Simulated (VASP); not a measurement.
# BaTiO3: single point with PBEsol+U

The system is BaTiO3.

```
Ba Ti O
1.0
     2.81606    1.62585    2.30242
    -2.81606    1.62585    2.30242
     0.00000   -3.25170    2.30242
Ba Ti O
1 1 3
Direct
  0.00000 0.00000 0.00000
  0.49346 0.49346 0.49346
  0.50731 0.01112 0.50731
  0.01112 0.50731 0.50731
  0.50731 0.50731 0.01112
```

| Quantity | Value |
| --- | --- |
| Program | VASP 6.6.1 |
| Task | single point |
| Functional | PBEsol |
| Potentials or basis | VASP PAW PBE potentials, release 64 (Ba_sv, Ti_sv, O_h) |
| Cutoff | 1340 eV |
| k mesh | 7 × 7 × 7 |
| Occupations | fermi-dirac, width 0.05 eV |
| Spin | no spin polarisation |
| Hubbard terms | Ti d U = 3.0 eV |
| Dipole correction | no |
| Further INCAR settings | ALGO = Normal; EDIFF = 1e-06; NBANDS = 28 |

* Pressure: 3.2 GPa
* Largest force: 0.288 eV/Å
* Band gap on the k mesh: 2.33 eV (least direct gap 2.51 eV)

Forces on the atoms (eV/Å):
```
Ba   0.000  0.000  0.028
Ti   0.000  0.000  0.288
O    0.119 -0.069 -0.105
O   -0.119 -0.069 -0.105
O    0.000  0.138 -0.105
```

Stress tensor (GPa, compression positive):
```
3.27 0.00 0.00
0.00 3.27 0.00
0.00 0.00 3.14
```

Levels at points of the mesh, in eV from the valence-band top:
| k point | band 17 | band 18 | band 19 | band 20 | band 21 | band 22 | band 23 | band 24 |
| --- | --- | --- | --- | --- | --- | --- | --- | --- |
| (0.00, 0.00, 0.00) | -1.07 | -0.22 | -0.18 | -0.18 | 2.33 | 2.33 | 2.38 | 4.30 |

Eigenvalues of the final occupation matrices:
| site | spin | trace | eigenvalues |
| --- | --- | --- | --- |
| site 2 d | 1 | 0.83 | 0.11 0.11 0.11 0.25 0.25 |
| site 2 d | 2 | 0.83 | 0.11 0.11 0.11 0.25 0.25 |

Wall time 3.8 min on 1 thread of Intel(R) Xeon(R) Platinum 8488C (Sapphire Rapids), on a shared host, peak memory 0.54 GiB.

Caveat: the cell stands under pressure; the PAW data sets were made with another functional, which shifts forces and pressure a little; spin-orbit coupling is left out, which moves the levels of the heavy elements. A k mesh can miss the band edges.
